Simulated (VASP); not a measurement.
# MoRu2 (Fd-3m) in VASP: a series of runs

MoRu2 is run at these levels: PBE; tasks: single point, relaxation of cell and atoms.

All numbers are computed with VASP 6.6.1; they aren't measurements. Logs are shortened: lines on timing, memory, paths and dates and some standing lists are left out, and cuts for length are marked.

### 1 The cell of the first run

Symmetry: Fd-3m, No. 227, cubic system. Conventional cell: a = 7.115 Å, b = 7.115 Å, c = 7.115 Å, α = 90.00°, β = 90.00°, γ = 90.00°. Within 3.9 Å of Mo (site symmetry -43m) lie 12 Ru at 2.95 Å and 4 Mo at 3.08 Å. Ru (site symmetry -3m) has 6 Ru at 2.52 Å and 6 Mo at 2.95 Å within 3.3 Å.

### 2 Single point, PBE

Input file INCAR:

```
  PREC = Accurate
  ENCUT = 520
  EDIFF = 1E-7
  ISMEAR = 0
  SIGMA = 0.1
  LREAL = F
  LASPH = T
  NELM = 60
  ALGO = Normal
  ISIF = 2
  LWAVE = F
  LCHARG = F
  GGA = PE
  NBANDS = 51
```

Input file KPOINTS:

```
Automatic mesh
0
Gamma
  4 4 4
```

Input file POSCAR:

```
MoRu2
1.0
    0.0000000000      3.5575120847      3.5575120847
    3.5575120847      0.0000000000      3.5575120847
    3.5575120847      3.5575120847      0.0000000000
Mo Ru
2 4
Direct
    0.2500000000      0.2500000000      0.2500000000
    0.0000000000      0.0000000000      0.0000000000
    0.6250000000      0.6250000000      0.6250000000
    0.6250000000      0.6250000000      0.1250000000
    0.6250000000      0.1250000000      0.6250000000
    0.1250000000      0.6250000000      0.6250000000
```

Potentials or basis: VASP PAW PBE potentials, release 64 (Mo_sv, Ru_pv).

On the command line:

```console
$ cat potpaw_PBE.64/Mo_sv/POTCAR potpaw_PBE.64/Ru_pv/POTCAR > POTCAR
$ mpirun -np 1 vasp_std > vasp.out
```

OUTCAR:

```text
PREC = Accurate
   ENCUT = 520
   EDIFF = 1E-7
   ISMEAR = 0
   LREAL = F
   LASPH = T
   NELM = 60
   ISIF = 2
   GGA = PE

 ion  position               nearest neighbor table
   1  0.250  0.250  0.250-   4 2.95   5 2.95   6 2.95   3 2.95   5 2.95   6 2.95   3 2.95   3 2.95
                             6 2.95   4 2.95   4 2.95   5 2.95   2 3.08   2 3.08   2 3.08   2 3.08
   2  0.000  0.000  0.000-   3 2.95   3 2.95   3 2.95   5 2.95   6 2.95   4 2.95   5 2.95   6 2.95
                             4 2.95   6 2.95   5 2.95   4 2.95   1 3.08   1 3.08   1 3.08   1 3.08
   3  0.625  0.625  0.625-   4 2.52   5 2.52   6 2.52   4 2.52   5 2.52   6 2.52   2 2.95   1 2.95
                             2 2.95   1 2.95   2 2.95   1 2.95
   4  0.625  0.625  0.125-   3 2.52   3 2.52   5 2.52   6 2.52   5 2.52   6 2.52   1 2.95   2 2.95
                             2 2.95   1 2.95   2 2.95   1 2.95
   5  0.625  0.125  0.625-   3 2.52   4 2.52   3 2.52   4 2.52   6 2.52   6 2.52   2 2.95   1 2.95
                             2 2.95   1 2.95   2 2.95   1 2.95
   6  0.125  0.625  0.625-   3 2.52   4 2.52   5 2.52   3 2.52   4 2.52   5 2.52   2 2.95   1 2.95
                             2 2.95   1 2.95   1 2.95   2 2.95

  LATTYP: Found a face centered cubic cell.
 ALAT       =     7.1150241694

  Lattice vectors:

 A1 = (   0.0000000000,   3.5575120847,   3.5575120847)
 A2 = (   3.5575120847,   0.0000000000,   3.5575120847)
 A3 = (   3.5575120847,   3.5575120847,   0.0000000000)

Analysis of symmetry for initial positions (statically):
=====================================================================
 Subroutine PRICEL returns:
 Original cell was already a primitive cell.

 Routine SETGRP: Setting up the symmetry group for a
 face centered cubic supercell.

 Subroutine GETGRP returns: Found 48 space group operations
 (whereof 24 operations were pure point group operations)
 out of a pool of 48 trial point group operations.

The static configuration has the point symmetry T_d .
 The point group associated with its full space group is O_h .

Analysis of symmetry for dynamics (positions and initial velocities):
=====================================================================
 Subroutine PRICEL returns:
 Original cell was already a primitive cell.

 Routine SETGRP: Setting up the symmetry group for a
 face centered cubic supercell.

 Subroutine GETGRP returns: Found 48 space group operations
 (whereof 24 operations were pure point group operations)
 out of a pool of 48 trial point group operations.

[... 95 lines left out ...]
   NSW    =      0    number of steps for IOM
   IBRION =     -1    ionic relax: 0-MD 1-quasi-New 2-CG
   NFREE  =      0    steps in history (QN), initial steepest desc. (CG)
   ISIF   =      2    stress and relaxation
   ISYM   =      2    0-nonsym 1-usesym 2-fastsym
   POTIM  = 0.5000    time-step for ionic-motion
   TEBEG  =    0.0;   TEEND  =   0.0 temperature during run
   PSTRESS=    0.0 pullay stress
   NELECT =      84.0000    total number of electrons
   NUPDOWN=      -1.0000    fix difference up-down
   EMIN   =  10.00;   EMAX   =-10.00  energy-range for DOS
   EFERMI =   0.00;   METHOD = LEGACY
   ISMEAR =     0;   SIGMA  =   0.10  broadening in eV -4-tet -1-fermi 0-gaus
   EFERMI_NEDOS =   21; number of points for ismear=-14 and -15
   IALGO  =     38    algorithm
   IMIX   =      4    mixing-type and parameters
     AMIX     =   0.40;   BMIX     =  1.00
     AMIX_MAG =   1.60;   BMIX_MAG =  1.00
  volume/ion in A,a.u.               =      15.01       101.28
  Fermi-wavevector in a.u.,A,eV,Ry     =   1.599601  3.022807 34.813525  2.558722
  Thomas-Fermi vector in A             =   2.696868
   LORBIT       =      0    0 simple, 1 ext, 2 COOP (PROOUT), +10 PAW based schemes
   GGA     = PE    functional components
   LHFCALC =     F    Hartree Fock is set to
   AEXX    =    0.0000 exact exchange contribution
   IVDW    =     0    specifies the selected vdW correction
   LEPSILON=     F    determine dielectric tensor
   LRPA    =     F    only Hartree local field effects (RPA)
 non-spin polarized calculation
 Gauss-broadening in eV      SIGMA  =   0.10
  energy-cutoff  :      520.00
  volume of cell :       90.05
 maximum number of plane-waves:      2452
 NGX is ok and might be reduce to    40
   NGX = 19   NGY = 19   NGZ = 19

 number of electron      84.0000006 magnetization

 Free energy of the ion-electron system (eV)
  ---------------------------------------------------
  ext. energy  EPLUGINS =         0.00000000
  ---------------------------------------------------
  free energy    TOTEN  =       -57.01589582 eV

  energy without entropy =      -56.97924710  energy(sigma->0) =      -56.99757146

 E-fermi :  12.0214     XC(G=0): -13.5213

 val. band max:       11.9670153135   @ k =  -0.2500   0.2500   0.0000
 cond. band min:      12.0633877220   @ k =   0.2500   0.2500   0.0000
 fundamental gap:      0.0963724085
 Fermi energy:        12.0214136751

 k-point     1 :       0.0000    0.0000    0.0000
  band No.  band energies     occupation
      1     -49.2735      2.00000
      2     -49.2225      2.00000
      3     -32.2073      2.00000
      4     -31.4471      2.00000
      5     -31.4471      2.00000
      6     -31.4471      2.00000
[... 421 lines left out ...]
     50      13.5582      0.00000
     51      14.2645      0.00000

------------------------ aborting loop because EDIFF is reached ----------------------------------------

  FORCE on cell =-STRESS in cart. coord.  units (eV):
  Direction    XX          YY          ZZ          XY          YZ          ZX
  --------------------------------------------------------------------------------------
  -------------------------------------------------------------------------------------
  Total        0.0305391      0.0305391      0.0305391      0.0000000     -0.0000000      0.0000000
  in kB        0.5433728      0.5433728      0.5433728      0.0000000     -0.0000000      0.0000000
  external PRESSURE =       0.5433728 kB  Pullay stress =       0.0000000 kB

 VOLUME and BASIS-vectors are now :
 -----------------------------------------------------------------------------
  energy-cutoff  :      520.00
  volume of cell :       90.05
      direct lattice vectors                 reciprocal lattice vectors
     0.000000000  3.557512085  3.557512085    -0.140547660  0.140547660  0.140547660
     3.557512085  0.000000000  3.557512085     0.140547660 -0.140547660  0.140547660
     3.557512085  3.557512085  0.000000000     0.140547660  0.140547660 -0.140547660

 POSITION                                       TOTAL-FORCE (eV/Angst)
 -----------------------------------------------------------------------------------
      1.77876      1.77876      1.77876        -0.000000      0.000000      0.000000
      0.00000      0.00000      0.00000         0.000000     -0.000000     -0.000000
      4.44689      4.44689      4.44689        -0.000000      0.000000     -0.000000
      2.66813      2.66813      4.44689        -0.000000      0.000000     -0.000000
      2.66813      4.44689      2.66813        -0.000000      0.000000     -0.000000
      4.44689      2.66813      2.66813        -0.000000      0.000000     -0.000000
 -----------------------------------------------------------------------------------
    total drift:                                0.000000      0.000000      0.000000

  FREE ENERGIE OF THE ION-ELECTRON SYSTEM (eV)
  ---------------------------------------------------
  free  energy   TOTEN  =       -57.0158958183 eV

  energy  without entropy=      -56.9792471006  energy(sigma->0) =      -56.99757146
```

stdout:

```text
POSCAR found type information on POSCAR MoRu
 POSCAR found :  2 types and       6 ions
 scaLAPACK will be used
 LDA part: xc-table for (Slater+PW92), standard interpolation
 POSCAR, INCAR and KPOINTS ok, starting setup
 FFT: planning ... GRIDC
 FFT: planning ... GRID_SOFT
 FFT: planning ... GRID
 WAVECAR not read
 entering main loop
```

Run time: 28 s. Hardware: 1 thread of AMD EPYC 9R45 (Zen 5), shared host; peak memory 0.21 GiB.

Results:

* Free energy: -57.0159 eV
* Pressure: 0.1 GPa
* Band gap on the k mesh: zero (band 42 reaches 12.12 eV, above the bottom of band 43 at 11.60 eV)

Caveat: the k points lie up to 0.38 Å⁻¹ apart.

### 3 Single point, PBE

This run uses another cell than the first one, of 17.87 Å³/atom, 1.191 times its volume.

Input file INCAR:

```
  PREC = Accurate
  ENCUT = 520
  EDIFF = 1E-6
  ISMEAR = 0
  SIGMA = 0.1
  LREAL = F
  LASPH = T
  NELM = 100
  ALGO = Fast
  ISIF = 2
  LWAVE = F
  LCHARG = F
  GGA = PE
  NBANDS = 51
```

Input file KPOINTS:

```
regular mesh
0
Gamma
  4 4 4
```

Changes to POSCAR since step 2:

```diff
@@ -2,5 +2,5 @@
 1.0
-    0.0000000000      3.5575120847      3.5575120847
-    3.5575120847      0.0000000000      3.5575120847
-    3.5575120847      3.5575120847      0.0000000000
+    0.0000000000      3.7705795100      3.7705795100
+    3.7705795100      0.0000000000      3.7705795100
+    3.7705795100      3.7705795100      0.0000000000
 Mo Ru
```

Potentials or basis: VASP PAW PBE potentials, release 64 (Mo_sv, Ru_pv).

On the command line:

```console
$ cat potpaw_PBE.64/Mo_sv/POTCAR potpaw_PBE.64/Ru_pv/POTCAR > POTCAR
$ mpirun -np 1 vasp_std > vasp.out
```

It took 34 s on 1 thread of AMD EPYC 9R45 (Zen 5), shared host; peak memory 0.21 GiB.

The run converged. Its results:

| Quantity | Value |
| --- | --- |
| Free energy | -54.9972 eV |
| Pressure | -32.0 GPa |
| Band gap on the k mesh | zero (band 42 reaches 9.41 eV, above the bottom of band 43 at 9.01 eV) |

Levels at points of the mesh, in eV from the Fermi level:
```tsv
k point	band 39	band 40	band 41	band 42	band 43	band 44	band 45	band 46
(0.00, 0.00, 0.00)	-0.64	-0.64	-0.22	-0.22	-0.22	0.84	0.84	0.84
(0.50, 0.00, 0.00)	-0.49	-0.49	-0.32	-0.23	-0.23	0.06	0.06	0.35
(0.50, 0.50, 0.00)	-0.39	-0.39	-0.32	-0.32	-0.30	-0.30	0.58	0.58
```

Caveat: the k points lie up to 0.36 Å⁻¹ apart.

### 4 Relaxation of cell and atoms, PBE

This run uses another cell than the first one, of 17.87 Å³/atom, 1.191 times its volume.

Input file INCAR:

```
SYSTEM = MoRu2
ALGO = Normal
EDIFF = 1E-6
EDIFFG = -0.04
ENCUT = 600
GGA = PE
IBRION = 2
ISIF = 3
ISMEAR = 0
LASPH = .TRUE.
LCHARG = .FALSE.
LREAL = .FALSE.
LWAVE = .FALSE.
NELM = 80
NSW = 90
PREC = Accurate
SIGMA = 0.1
```

Input file KPOINTS:

```
k-points
0
G
  4 4 4
  0 0 0
```

POSCAR is that of step 3.

Potentials or basis: VASP PAW PBE potentials, release 64 (Mo_sv, Ru_pv).

On the command line:

```console
$ cat potpaw_PBE.64/Mo_sv/POTCAR potpaw_PBE.64/Ru_pv/POTCAR > POTCAR
$ mpirun -np 1 vasp_std > vasp.out
```

OUTCAR:

```text
SYSTEM = MoRu2
   EDIFF = 1E-6
   EDIFFG = -0.04
   ENCUT = 600
   GGA = PE
   IBRION = 2
   ISIF = 3
   ISMEAR = 0
   LASPH = .TRUE.
   LREAL = .FALSE.
   NELM = 80
   NSW = 90
   PREC = Accurate

 ion  position               nearest neighbor table
   1  0.250  0.250  0.250-   4 3.13   5 3.13   6 3.13   3 3.13   5 3.13   6 3.13   3 3.13   3 3.13
                             6 3.13   4 3.13   4 3.13   5 3.13   2 3.27   2 3.27   2 3.27   2 3.27
   2  0.000  0.000  0.000-   4 3.13   5 3.13   6 3.13   5 3.13   6 3.13   3 3.13   3 3.13   3 3.13
                             4 3.13   6 3.13   5 3.13   4 3.13   1 3.27   1 3.27   1 3.27   1 3.27
   3  0.625  0.625  0.625-   4 2.67   5 2.67   6 2.67   4 2.67   5 2.67   6 2.67   2 3.13   1 3.13
                             2 3.13   1 3.13   2 3.13   1 3.13
   4  0.625  0.625  0.125-   3 2.67   3 2.67   5 2.67   6 2.67   5 2.67   6 2.67   1 3.13   2 3.13
                             2 3.13   1 3.13   2 3.13   1 3.13
   5  0.625  0.125  0.625-   3 2.67   4 2.67   3 2.67   4 2.67   6 2.67   6 2.67   1 3.13   2 3.13
                             2 3.13   1 3.13   2 3.13   1 3.13
   6  0.125  0.625  0.625-   3 2.67   4 2.67   5 2.67   3 2.67   4 2.67   5 2.67   1 3.13   2 3.13
                             2 3.13   1 3.13   1 3.13   2 3.13

  LATTYP: Found a face centered cubic cell.
 ALAT       =     7.5411590200

  Lattice vectors:

 A1 = (   0.0000000000,   3.7705795100,   3.7705795100)
 A2 = (   3.7705795100,   0.0000000000,   3.7705795100)
 A3 = (   3.7705795100,   3.7705795100,   0.0000000000)

Analysis of symmetry for initial positions (statically):
=====================================================================
 Subroutine PRICEL returns:
[... 157 lines left out ...]

 number of electron      84.0000006 magnetization

 Free energy of the ion-electron system (eV)
  ---------------------------------------------------
  ext. energy  EPLUGINS =         0.00000000
  ---------------------------------------------------
  free energy    TOTEN  =       -54.99672549 eV

  energy without entropy =      -54.95537076  energy(sigma->0) =      -54.97604813

 E-fermi :   9.3043     XC(G=0): -12.5183

 val. band max:        9.2634518743   @ k =  -0.2500   0.2500   0.0000
 cond. band min:       9.3398107435   @ k =   0.2500   0.2500   0.0000
 fundamental gap:      0.0763588692
 Fermi energy:         9.3043138555

 k-point     1 :       0.0000    0.0000    0.0000
  band No.  band energies     occupation
      1     -52.1218      2.00000
      2     -52.0992      2.00000
      3     -34.1347      2.00000
      4     -33.6898      2.00000
      5     -33.6898      2.00000
      6     -33.6898      2.00000
[... 572 lines left out ...]
--------------------------------------- Ionic step        5  -------------------------------------------

 number of electron      83.9999997 magnetization

 Free energy of the ion-electron system (eV)
  ---------------------------------------------------
  ext. energy  EPLUGINS =         0.00000000
  ---------------------------------------------------
  free energy    TOTEN  =       -57.02666520 eV

  energy without entropy =      -56.99000081  energy(sigma->0) =      -57.00833301

 E-fermi :  12.0083     XC(G=0): -13.5167

 val. band max:       11.9540048458   @ k =  -0.2500   0.2500   0.0000
 cond. band min:      12.0502538005   @ k =   0.2500   0.2500   0.0000
 fundamental gap:      0.0962489547
 Fermi energy:        12.0083165322

 k-point     1 :       0.0000    0.0000    0.0000
  band No.  band energies     occupation
      1     -49.2871      2.00000
      2     -49.2364      2.00000
      3     -32.2165      2.00000
      4     -31.4581      2.00000
      5     -31.4581      2.00000
      6     -31.4581      2.00000
[... 446 lines left out ...]
  FREE ENERGIE OF THE ION-ELECTRON SYSTEM (eV)
  ---------------------------------------------------
  free  energy   TOTEN  =       -57.0266652016 eV

  energy  without entropy=      -56.9900008123  energy(sigma->0) =      -57.00833301

 reached required accuracy - stopping structural energy minimisation
```

OSZICAR:

```text
N       E                     dE             d eps       ncg     rms          rms(c)
DAV:   1     0.108538796058E+04    0.10854E+04   -0.54386E+04   800   0.197E+03
DAV:   2    -0.195558027909E+02   -0.11049E+04   -0.10836E+04   832   0.587E+02
DAV:   3    -0.589087169292E+02   -0.39353E+02   -0.37759E+02  1018   0.105E+02
DAV:   4    -0.601861331407E+02   -0.12774E+01   -0.12409E+01   964   0.145E+01
[... 67 lines left out ...]
DAV:   5    -0.570265812642E+02   -0.82607E-03   -0.20723E-03   874   0.229E-01    0.626E-02
DAV:   6    -0.570266691466E+02   -0.87882E-04   -0.18526E-04   972   0.589E-02    0.323E-02
DAV:   7    -0.570266678652E+02    0.12814E-05   -0.78550E-06   854   0.130E-02    0.160E-02
DAV:   8    -0.570266644277E+02    0.34375E-05   -0.23859E-06   556   0.971E-03    0.226E-03
DAV:   9    -0.570266652016E+02   -0.77387E-06   -0.36015E-07   438   0.417E-03
   5 F= -.57026665E+02 E0= -.57008333E+02  d E =-.202994E+01
```

CONTCAR:

```text
MoRu2
   1.00000000000000
     0.0000000000000000    3.5584141844977988    3.5584141844977988
     3.5584141844977988    0.0000000000000000    3.5584141844977988
     3.5584141844977988    3.5584141844977988    0.0000000000000000
  Mo              Ru
     2     4
Direct
     0.2500000000000000    0.2500000000000000    0.2500000000000000
     0.0000000000000000    0.0000000000000000    0.0000000000000000
     0.6250000000000000    0.6250000000000000    0.6250000000000000
     0.6250000000000000    0.6250000000000000    0.1250000000000000
     0.6250000000000000    0.1250000000000000    0.6250000000000000
     0.1250000000000000    0.6250000000000000    0.6250000000000000

  0.00000000E+00  0.00000000E+00  0.00000000E+00
  0.00000000E+00  0.00000000E+00  0.00000000E+00
  0.00000000E+00  0.00000000E+00  0.00000000E+00
  0.00000000E+00  0.00000000E+00  0.00000000E+00
  0.00000000E+00  0.00000000E+00  0.00000000E+00
  0.00000000E+00  0.00000000E+00  0.00000000E+00
```

It took 3.5 min on 1 thread of AMD EPYC 9R45 (Zen 5), shared host; peak memory 0.32 GiB.

What came out:

| Property | Result |
| --- | --- |
| Free energy | -57.0267 eV |
| Relaxed volume | 15.02 Å³/atom |
| Relaxed cell | a = 5.032 Å, b = 5.032 Å, c = 5.032 Å, α = 60.00°, β = 60.00°, γ = 60.00° |
| Space group after relaxing (to 0.05 Å) | Fd-3m (No. 227) |
| Energy gained by relaxing | 338.3 meV/atom |
| Ionic steps | 5 |
| Pressure after relaxing | -0.2 GPa |
| Band gap on the k mesh | zero (band 42 reaches 12.10 eV, above the bottom of band 43 at 11.59 eV) |

Step by step:
```csv
step,energy change (eV),largest force (eV/Å),pressure (GPa),volume (Å³)
1,0.0000,0.0000,-32.01,107.21
2,14.7811,0.0000,263.74,60.81
3,-1.9326,0.0000,-6.08,92.24
4,-2.0213,0.0000,-2.69,91.03
5,-2.0299,0.0000,-0.15,90.12
```

Final structure:
```xyz
6
Lattice="0.0000 3.5584 3.5584 3.5584 0.0000 3.5584 3.5584 3.5584 0.0000" Properties=species:S:1:pos:R:3 pbc="T T T"
Mo    1.7792    1.7792    1.7792
Mo    0.0000    0.0000    0.0000
Ru    4.4480    4.4480    4.4480
Ru    2.6688    2.6688    4.4480
Ru    2.6688    4.4480    2.6688
Ru    4.4480    2.6688    2.6688
```

Levels at points of the mesh, in eV from the Fermi level:
```tsv
k point	band 39	band 40	band 41	band 42	band 43	band 44	band 45	band 46
(0.00, 0.00, 0.00)	-0.84	-0.84	-0.29	-0.29	-0.29	1.08	1.08	1.08
(0.50, 0.00, 0.00)	-0.65	-0.65	-0.44	-0.36	-0.36	0.08	0.08	0.40
(0.50, 0.50, 0.00)	-0.55	-0.55	-0.43	-0.43	-0.42	-0.42	0.77	0.77
```

Caveat: the k points lie up to 0.38 Å⁻¹ apart in the final cell; the volume moved by over 15 % at a fixed basis, so the end points are rough.

### 5 Summary

| task | cell | cutoff (eV) | gap on the mesh (eV) | pressure (GPa) |
| --- | --- | --- | --- | --- |
| single point | a = 5.031 Å, angles 60.0°, 6 atoms | 520 | none | 0.1 |
| single point | a = 5.332 Å, angles 60.0°, 6 atoms | 520 | none | -32.0 |
| relaxation of cell and atoms | relaxed from a = 5.332 Å, angles 60.0°, 6 atoms | 600 | none | -0.2 |

Alike in all rows: level PBE; potentials or basis VASP PAW PBE potentials, release 64 (Mo_sv, Ru_pv); no spin polarisation; k mesh 4 × 4 × 4; smearing gaussian 0.1 eV.

Caveats: all runs use coarse meshes; the volume moved by over 15 % at a fixed basis, so the end points are rough (some runs).

Total energies depend on the potentials used, so only differences within one code and one set of settings carry meaning.
